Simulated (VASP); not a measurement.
# Sr (Fm-3m) in VASP: a series of runs

Sr is run at these levels: PBE; tasks: single point.

All numbers are computed with VASP 6.6.1; they aren't measurements. Logs are shortened: lines on timing, memory, paths and dates and some standing lists are left out, and cuts for length are marked.

## (1) The cell of the first run

It takes space group Fm-3m (No. 225, cubic). The conventional cell has a = 5.774 Å, b = 5.774 Å, c = 5.774 Å, α = 90.00°, β = 90.00°, γ = 90.00°. Within 5.4 Å of Sr (site symmetry m-3m) lie 12 Sr at 4.08 Å.

## (2) Single point, PBE (volume scaled by 0.88)

Contents of INCAR:

```
SYSTEM = Sr
  ALGO = Normal
  EDIFF = 1E-6
  ENCUT = 520
  GGA = PE
  ISIF = 2
  ISMEAR = 0
  LASPH = .True.
  LCHARG = .False.
  LREAL = .False.
  LWAVE = .False.
  NBANDS = 11
  NELM = 80
  PREC = Accurate
  SIGMA = 0.1
```

Contents of KPOINTS:

```
k-points
0
Gamma
  12 12 12
  0 0 0
```

Contents of POSCAR:

```
Sr
1.0
    0.0000000000      2.8871372186      2.8871372186
    2.8871372186      0.0000000000      2.8871372186
    2.8871372186      2.8871372186      0.0000000000
Sr
1
Direct
    0.0000000000      0.0000000000      0.0000000000
```

Potentials or basis: VASP PAW PBE potentials, release 64 (Sr_sv).

Launch:

```
$ cat potpaw_PBE.64/Sr_sv/POTCAR > POTCAR
$ mpirun -np 1 vasp_std > vasp.out
```

OUTCAR:

```text
SYSTEM = Sr
   EDIFF = 1E-6
   ENCUT = 520
   GGA = PE
   ISIF = 2
   ISMEAR = 0
   LASPH = .True.
   LREAL = .False.
   NELM = 80
   PREC = Accurate

 ion  position               nearest neighbor table
   1  0.000  0.000  0.000-

  LATTYP: Found a face centered cubic cell.
 ALAT       =     5.7742744372

  Lattice vectors:

 A1 = (   0.0000000000,   2.8871372186,   2.8871372186)
 A2 = (   2.8871372186,   0.0000000000,   2.8871372186)
 A3 = (   2.8871372186,   2.8871372186,   0.0000000000)

Analysis of symmetry for initial positions (statically):
=====================================================================
 Subroutine PRICEL returns:
 Original cell was already a primitive cell.

 Routine SETGRP: Setting up the symmetry group for a
 face centered cubic supercell.

 Subroutine GETGRP returns: Found 48 space group operations
 (whereof 48 operations were pure point group operations)
 out of a pool of 48 trial point group operations.

The static configuration has the point symmetry O_h .

Analysis of symmetry for dynamics (positions and initial velocities):
=====================================================================
 Subroutine PRICEL returns:
 Original cell was already a primitive cell.

 Routine SETGRP: Setting up the symmetry group for a
 face centered cubic supercell.

 Subroutine GETGRP returns: Found 48 space group operations
 (whereof 48 operations were pure point group operations)
 out of a pool of 48 trial point group operations.

The dynamic configuration has the point symmetry O_h .

 Subroutine INISYM returns: Found 48 space group operations
 (whereof 48 operations are pure point group operations),
 and found     1 'primitive' translations

----------------------------------------------------------------------------------------

                                     Primitive cell

  volume of cell :      48.1318

  direct lattice vectors                    reciprocal lattice vectors
     0.000000000  2.887137219  2.887137219    -0.173181931  0.173181931  0.173181931
     2.887137219  0.000000000  2.887137219     0.173181931 -0.173181931  0.173181931
     2.887137219  2.887137219  0.000000000     0.173181931  0.173181931 -0.173181931

  length of vectors
     4.083028611  4.083028611  4.083028611     0.299959904  0.299959904  0.299959904

  position of ions in fractional coordinates (direct lattice)
     0.000000000  0.000000000  0.000000000

  ion indices of the primitive-cell ions
   primitive index   ion index
                 1           1

----------------------------------------------------------------------------------------

 KPOINTS: k-points

Automatic generation of k-mesh.
 Grid dimensions read from file:
 generate k-points for:   12   12   12

 Generating k-lattice:

  Cartesian coordinates                     Fractional coordinates (reciprocal lattice)
    -0.014431828  0.014431828  0.014431828     0.083333333  0.000000000  0.000000000
     0.014431828 -0.014431828  0.014431828     0.000000000  0.083333333  0.000000000
     0.014431828  0.014431828 -0.014431828     0.000000000  0.000000000  0.083333333

  Length of vectors
     0.024996659  0.024996659  0.024996659

  Shift w.r.t. Gamma in fractional coordinates (k-lattice)
     0.000000000  0.000000000  0.000000000

 Subroutine IBZKPT returns following result:
 ===========================================

 Found     72 irreducible k-points:

 Following reciprocal coordinates:
            Coordinates               Weight
  0.000000  0.000000  0.000000      1.000000
  0.083333  0.000000  0.000000      8.000000
  0.166667  0.000000  0.000000      8.000000
  0.250000  0.000000  0.000000      8.000000
  0.333333  0.000000  0.000000      8.000000
  0.416667  0.000000  0.000000      8.000000
[... 16 lines left out ...]
  0.500000  0.166667  0.000000     24.000000
 -0.416667  0.166667  0.000000     24.000000
 [... further k-points ...]
   k-points           NKPTS =     72   k-points in BZ     NKDIM =     72   number of bands    NBANDS=     11
   number of dos      NEDOS =    301   number of ions     NIONS =      1
   total plane-waves  NPLWV =  27000
   dimension x,y,z NGX =    30 NGY =   30 NGZ =   30
   dimension x,y,z NGXF=    60 NGYF=   60 NGZF=   60
   ions per type =               1
   NGX,Y,Z   is equivalent  to a cutoff of  12.21, 12.21, 12.21 a.u.
   NGXF,Y,Z  is equivalent  to a cutoff of  24.43, 24.43, 24.43 a.u.
 SYSTEM =  Sr
   PREC   = accura    normal or accurate (medium, high low for compatibility)
   ISTART =      0    job   : 0-new  1-cont  2-samecut
   ICHARG =      2    charge: 1-file 2-atom 10-const
   ISPIN  =      1    spin polarized calculation?
   LNONCOLLINEAR =      F non collinear calculations
   LSORBIT =      F    spin-orbit coupling
   LASPH  =      T    aspherical Exc in radial PAW
   ENCUT  =  520.0 eV  38.22 Ry    6.18 a.u.   7.59  7.59  7.59*2*pi/ulx,y,z
   NELM   =     80;   NELMIN=  2; NELMDL= -5     # of ELM steps
   EDIFF  = 0.1E-05   stopping-criterion for ELM
   LREAL  =      F    real-space projection
   EDIFFG = 0.1E-04   stopping-criterion for IOM
   NSW    =      0    number of steps for IOM
   IBRION =     -1    ionic relax: 0-MD 1-quasi-New 2-CG
   NFREE  =      0    steps in history (QN), initial steepest desc. (CG)
   ISIF   =      2    stress and relaxation
   ISYM   =      2    0-nonsym 1-usesym 2-fastsym
   POTIM  = 0.5000    time-step for ionic-motion
   TEBEG  =    0.0;   TEEND  =   0.0 temperature during run
   PSTRESS=    0.0 pullay stress
   NELECT =      10.0000    total number of electrons
   NUPDOWN=      -1.0000    fix difference up-down
   EMIN   =  10.00;   EMAX   =-10.00  energy-range for DOS
   EFERMI =   0.00;   METHOD = LEGACY
   ISMEAR =     0;   SIGMA  =   0.10  broadening in eV -4-tet -1-fermi 0-gaus
   EFERMI_NEDOS =   21; number of points for ismear=-14 and -15
   IALGO  =     38    algorithm
   IMIX   =      4    mixing-type and parameters
     AMIX     =   0.40;   BMIX     =  1.00
     AMIX_MAG =   1.60;   BMIX_MAG =  1.00
  volume/ion in A,a.u.               =      48.13       324.81
  Fermi-wavevector in a.u.,A,eV,Ry     =   0.969611  1.832299 12.791449  0.940145
  Thomas-Fermi vector in A             =   2.099678
   LORBIT       =      0    0 simple, 1 ext, 2 COOP (PROOUT), +10 PAW based schemes
[... 45 lines left out ...]
  band No.  band energies     occupation
      1     -34.3027      2.00000
      2     -16.1818      2.00000
      3     -16.1628      2.00000
      4     -16.1628      2.00000
      5      -1.6494      2.00000
      6       4.3525      0.00000
      7       4.6110      0.00000
      8       4.6110      0.00000
      9       6.1550      0.00000
     10       6.1550      0.00000
     11       9.9242      0.00000

 k-point     3 :       0.1667    0.0000    0.0000
  band No.  band energies     occupation
      1     -34.2979      2.00000
      2     -16.2407      2.00000
      3     -16.1705      2.00000
      4     -16.1705      2.00000
      5      -1.2815      2.00000
      6       3.8959      0.00000
      7       4.7295      0.00000
      8       4.7295      0.00000
      9       6.0324      0.00000
     10       6.0324      0.00000
     11      10.1685      0.00000

 k-point     4 :       0.2500    0.0000    0.0000
  band No.  band energies     occupation
      1     -34.2914      2.00000
      2     -16.3196      2.00000
      3     -16.1809      2.00000
      4     -16.1809      2.00000
      5      -0.7201      2.00000
      6       3.3800      0.00000
      7       4.7211      0.00000
      8       4.7211      0.00000
      9       6.1720      0.00000
     10       6.1720      0.00000
     11       9.4372      0.00000

 k-point     5 :       0.3333    0.0000    0.0000
  band No.  band energies     occupation
      1     -34.2849      2.00000
      2     -16.3968      2.00000
      3     -16.1912      2.00000
      4     -16.1912      2.00000
      5      -0.0510      2.00000
      6       2.9065      0.00000
      7       4.5654      0.00000
      8       4.5654      0.00000
      9       6.6373      0.00000
     10       6.6373      0.00000
     11       8.8833      0.00000

 k-point     6 :       0.4167    0.0000    0.0000
  band No.  band energies     occupation
      1     -34.2801      2.00000
      2     -16.4523      2.00000
      3     -16.1988      2.00000
      4     -16.1988      2.00000
      5       0.5763      2.00000
      6       2.5174      0.00000
      7       4.4183      0.00000
      8       4.4183      0.00000
      9       7.1856      0.00000
     10       7.1856      0.00000
     11       8.6002      0.00000

 k-point     7 :       0.5000    0.0000    0.0000
  band No.  band energies     occupation
      1     -34.2784      2.00000
      2     -16.4724      2.00000
      3     -16.2015      2.00000
      4     -16.2015      2.00000
      5       0.8740      2.00000
      6       2.3297      0.00054
      7       4.3624      0.00000
      8       4.3624      0.00000
      9       7.4536      0.00000
     10       7.4536      0.00000
     11       8.5530      0.00000

 k-point     8 :       0.0833    0.0833    0.0000
  band No.  band energies     occupation
      1     -34.3021      2.00000
      2     -16.1814      2.00000
      3     -16.1676      2.00000
      4     -16.1676      2.00000
      5      -1.6070      2.00000
      6       4.2938      0.00000
      7       4.6370      0.00000
      8       4.6370      0.00000
      9       5.9266      0.00000
     10       6.3083      0.00000
     11      10.0433      0.00000
[... 141 lines left out ...]
 k-point    19 :       0.1667    0.1667    0.0000
  band No.  band energies     occupation
      1     -34.2958      2.00000
      2     -16.2383      2.00000
      3     -16.1882      2.00000
      4     -16.1882      2.00000
      5      -1.1191      2.00000
      6       3.7335      0.00000
      7       4.9031      0.00000
      8       4.9031      0.00000
      9       5.1567      0.00000
     10       6.5004      0.00000
     11      11.1758      0.00000

 k-point    20 :       0.2500    0.1667    0.0000
  band No.  band energies     occupation
      1     -34.2908      2.00000
      2     -16.2889      2.00000
      3     -16.2013      2.00000
      4     -16.1994      2.00000
      5      -0.7035      2.00000
      6       3.3971      0.00000
      7       4.5750      0.00000
      8       5.0527      0.00000
      9       5.3203      0.00000
     10       6.6475      0.00000
     11      10.8281      0.00000

 k-point    21 :       0.3333    0.1667    0.0000
  band No.  band energies     occupation
      1     -34.2849      2.00000
      2     -16.3524      2.00000
      3     -16.2138      2.00000
      4     -16.2126      2.00000
      5      -0.1212      2.00000
      6       3.0422      0.00000
      7       4.1278      0.00000
      8       5.0484      0.00000
      9       5.8523      0.00000
     10       6.9668      0.00000
     11       9.9253      0.00000

 k-point    22 :       0.4167    0.1667    0.0000
  band No.  band energies     occupation
      1     -34.2796      2.00000
      2     -16.4077      2.00000
      3     -16.2315      2.00000
      4     -16.2192      2.00000
      5       0.5450      2.00000
      6       2.6771      0.00000
      7       3.8591      0.00000
      8       4.9186      0.00000
      9       6.5024      0.00000
     10       7.3825      0.00000
     11       8.9456      0.00000

 k-point    23 :       0.5000    0.1667    0.0000
  band No.  band energies     occupation
      1     -34.2762      2.00000
      2     -16.4405      2.00000
      3     -16.2480      2.00000
      4     -16.2193      2.00000
      5       1.1493      2.00000
      6       2.3205      0.00086
      7       3.7643      0.00000
      8       4.7895      0.00000
      9       7.1172      0.00000
     10       7.5045      0.00000
     11       8.2857      0.00000

 k-point    24 :      -0.4167    0.1667    0.0000
  band No.  band energies     occupation
      1     -34.2758      2.00000
      2     -16.4431      2.00000
      3     -16.2583      2.00000
      4     -16.2129      2.00000
      5       1.2868      2.00000
      6       2.2662      0.01039
      7       3.7229      0.00000
      8       4.7398      0.00000
      9       7.0949      0.00000
     10       7.5036      0.00000
     11       8.3270      0.00000

 [... further k-points ...]
[... 5 lines left out ...]
  --------------------------------------------------------------------------------------
  -------------------------------------------------------------------------------------
  Total        0.5710880      0.5710880      0.5710880      0.0000000     -0.0000000     -0.0000000
  in kB       19.0099671     19.0099671     19.0099671      0.0000000     -0.0000000     -0.0000000
  external PRESSURE =      19.0099671 kB  Pullay stress =       0.0000000 kB

 VOLUME and BASIS-vectors are now :
 -----------------------------------------------------------------------------
  energy-cutoff  :      520.00
  volume of cell :       48.13
      direct lattice vectors                 reciprocal lattice vectors
     0.000000000  2.887137219  2.887137219    -0.173181931  0.173181931  0.173181931
     2.887137219  0.000000000  2.887137219     0.173181931 -0.173181931  0.173181931
     2.887137219  2.887137219  0.000000000     0.173181931  0.173181931 -0.173181931

 POSITION                                       TOTAL-FORCE (eV/Angst)
 -----------------------------------------------------------------------------------
      0.00000      0.00000      0.00000         0.000000      0.000000      0.000000
 -----------------------------------------------------------------------------------
    total drift:                               -0.000000     -0.000000      0.000000

  FREE ENERGIE OF THE ION-ELECTRON SYSTEM (eV)
  ---------------------------------------------------
  free  energy   TOTEN  =        -1.6043709057 eV

  energy  without entropy=       -1.6000591665  energy(sigma->0) =       -1.60221504
```

Wall time 12 s (1 thread of Intel Xeon 6975P-C (Granite Rapids), shared host); peak memory 0.19 GiB.

Results:

```
Free energy : -1.6044 eV
Pressure    : 1.9 GPa
```

Levels at points of the mesh, in eV from the Fermi level:
```csv
k point,band 2,band 3,band 4,band 5,band 6,band 7,band 8,band 9
"(0.00, 0.00, 0.00)",-18.24,-18.24,-18.24,-3.86,2.46,2.46,2.46,4.16
"(0.50, 0.00, 0.00)",-18.56,-18.29,-18.29,-1.21,0.24,2.28,2.28,5.37
"(0.50, 0.50, 0.00)",-18.54,-18.36,-18.36,-0.82,0.20,1.37,5.38,5.73
```

## (3) Single point, PBE (volume scaled by 0.91)

Contents of INCAR:

```
SYSTEM = Sr
PREC = Accurate
ENCUT = 520
EDIFF = 1E-6
ISMEAR = 0
SIGMA = 0.1
LREAL = .False.
LASPH = .True.
NELM = 80
ALGO = Normal
ISIF = 2
LWAVE = .False.
LCHARG = .True.
GGA = PE
LELF = .True.
LVHAR = .True.
NBANDS = 11
```

Contents of KPOINTS:

```
regular mesh
0
Gamma
  12 12 12
  0 0 0
```

Contents of POSCAR:

```
Sr
1.0
    0.0000000000      2.9195796781      2.9195796781
    2.9195796781      0.0000000000      2.9195796781
    2.9195796781      2.9195796781      0.0000000000
Sr
1
Direct
    0.0000000000      0.0000000000      0.0000000000
```

Potentials or basis: VASP PAW PBE potentials, release 64 (Sr_sv).

Launch:

```
$ cat potpaw_PBE.64/Sr_sv/POTCAR > POTCAR
$ mpirun -np 1 vasp_std > vasp.out
```

Wall time 10 s (1 thread of Intel Xeon 6975P-C (Granite Rapids), shared host); peak memory 0.19 GiB.

It converged, with:

```yaml
Free_energy: -1.6209 eV
Pressure: 1.3 GPa
Band_gap_on_the_k_mesh: zero (filled and empty bands touch)
```

Levels at points of the mesh, in eV from the Fermi level:
| k point | band 2 | band 3 | band 4 | band 5 | band 6 | band 7 | band 8 | band 9 |
| --- | --- | --- | --- | --- | --- | --- | --- | --- |
| (0.00, 0.00, 0.00) | -18.31 | -18.31 | -18.31 | -3.81 | 2.44 | 2.44 | 2.44 | 4.07 |
| (0.50, 0.00, 0.00) | -18.59 | -18.35 | -18.35 | -1.19 | 0.19 | 2.26 | 2.26 | 5.24 |
| (0.50, 0.50, 0.00) | -18.57 | -18.41 | -18.41 | -0.77 | 0.24 | 1.29 | 5.25 | 5.58 |

## (4) Single point, PBE (volume scaled by 0.94)

Contents of INCAR:

```
SYSTEM = Sr
PREC     = Accurate       ! precision mode
ENCUT    = 520            ! plane-wave cutoff, eV
EDIFF    = 1E-6           ! SCF threshold, eV
ISMEAR   = 0              ! smearing method
SIGMA    = 0.1            ! smearing width, eV
LREAL    = .FALSE.        ! projectors in reciprocal space
LASPH    = .TRUE.         ! aspherical terms in the spheres
NELM     = 80             ! most SCF steps
ALGO     = Normal         ! electronic algorithm
ISIF     = 2              ! what is computed and relaxed
LWAVE    = .FALSE.        ! write WAVECAR
LCHARG   = .FALSE.        ! write CHGCAR
GGA      = PE             ! functional
NBANDS   = 11             ! bands
```

Contents of KPOINTS:

```
Automatic mesh
0
G
  12 12 12
  0 0 0
```

Contents of POSCAR:

```
Sr
1.0
    0.0000000000      2.9513167263      2.9513167263
    2.9513167263      0.0000000000      2.9513167263
    2.9513167263      2.9513167263      0.0000000000
Sr
1
Direct
    0.0000000000      0.0000000000      0.0000000000
```

Launch:

```
$ cat potpaw_PBE.64/Sr_sv/POTCAR > POTCAR
$ mpirun -np 1 vasp_std > vasp.out
```

It took 9.6 s on 1 thread of Intel Xeon 6975P-C (Granite Rapids), shared host; peak memory 0.19 GiB.

Results (log left out):

| Quantity | Value |
| --- | --- |
| Free energy | -1.6318 eV |
| Pressure | 0.8 GPa |

Levels at points of the mesh, in eV from the Fermi level:
```
           k point  band 3  band 4  band 5  band 6  band 7  band 8
(0.00, 0.00, 0.00)  -18.37  -18.37   -3.76    2.41    2.41    2.41
(0.50, 0.00, 0.00)  -18.41  -18.41   -1.16    0.15    2.23    2.23
(0.50, 0.50, 0.00)  -18.46  -18.46   -0.73    0.28    1.21    5.12
```

## (5) Single point, PBE (volume scaled by 0.97)

Contents of INCAR:

```
ALGO = Fast ; EDIFF = 1E-6
ENCUT = 520 ; GGA = PE
ISIF = 2 ; ISMEAR = 0
LASPH = True ; LCHARG = True
LELF = True ; LREAL = False
LVHAR = True ; LWAVE = False
NBANDS = 11 ; NELM = 100
PREC = Accurate ; SIGMA = 0.1
```

Contents of KPOINTS:

```
k-points
0
Gamma
  12 12 12
```

Contents of POSCAR:

```
Sr
1.0
    0.0000000000      2.9823855013      2.9823855013
    2.9823855013      0.0000000000      2.9823855013
    2.9823855013      2.9823855013      0.0000000000
Sr
1
Direct
    0.0000000000      0.0000000000      0.0000000000
```

Launch:

```
$ cat potpaw_PBE.64/Sr_sv/POTCAR > POTCAR
$ mpirun -np 1 vasp_std > vasp.out
```

It took 13 s on 1 thread of Intel Xeon 6975P-C (Granite Rapids), shared host; peak memory 0.19 GiB.

It converged, with:

| Item | Value |
| --- | --- |
| Free energy | -1.6380 eV |
| Pressure | 0.4 GPa |
| Band gap on the k mesh | zero (band 5 reaches 1.75 eV, above the bottom of band 6 at 1.73 eV) |

Levels at points of the mesh, in eV from the Fermi level:
```
           k point  band 2  band 3  band 4  band 5  band 6  band 7  band 8  band 9
(0.00, 0.00, 0.00)  -18.43  -18.43  -18.43   -3.70    2.38    2.38    2.38    3.90
(0.50, 0.00, 0.00)  -18.66  -18.46  -18.46   -1.14    0.11    2.21    2.21    4.99
(0.50, 0.50, 0.00)  -18.64  -18.52  -18.52   -0.69    0.31    1.13    5.00    5.31
```

## (6) The runs side by side

```tsv
cell	gap on the mesh (eV)	pressure (GPa)
a = 4.083 Å, angles 60.0°, 1 atom	-	1.9
a = 4.129 Å, angles 60.0°, 1 atom	none	1.3
a = 4.174 Å, angles 60.0°, 1 atom	-	0.8
a = 4.218 Å, angles 60.0°, 1 atom	none	0.4
```

Alike in all rows: task single point; level PBE; potentials or basis VASP PAW PBE potentials, release 64 (Sr_sv); no spin polarisation; k mesh 12 × 12 × 12; cutoff (eV) 520; smearing gaussian 0.1 eV.

Total energies depend on the potentials used, so only differences within one code and one set of settings carry meaning.
